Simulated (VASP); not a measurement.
Here is a VASP 6.6.1 calculation.

File INCAR:

```
SYSTEM = Ti
PREC = Accurate
ENCUT = 520
EDIFF = 1E-6
ISMEAR = 0
SIGMA = 0.1
LREAL = .FALSE.
LASPH = .TRUE.
NELM = 100
ALGO = Normal
ISIF = 2
LWAVE = .FALSE.
LCHARG = .TRUE.
LELF = .TRUE.
LVHAR = .TRUE.
NBANDS = 12
```

File KPOINTS:

```
Automatic mesh
0
G
  8 8 8
  0 0 0
```

File POSCAR:

```
Ti
1.0
   -1.5702098255      1.5702098255      1.5702098255
    1.5702098255     -1.5702098255      1.5702098255
    1.5702098255      1.5702098255     -1.5702098255
Ti
1
Direct
    0.0000000000      0.0000000000      0.0000000000
```

Potentials or basis: VASP PAW LDA potentials, release 64 (Ti_sv).

Launch:

```console
$ cat potpaw_LDA.64/Ti_sv/POTCAR > POTCAR
$ mpirun -np 1 vasp_std > vasp.out
```

(1) What does it give for the band gap on the k mesh?

(2) Estimate the pressure.

## Answers

(1) zero (band 6 reaches 10.12 eV, above the bottom of band 7 at 8.45 eV).

(2) 3.2 GPa.
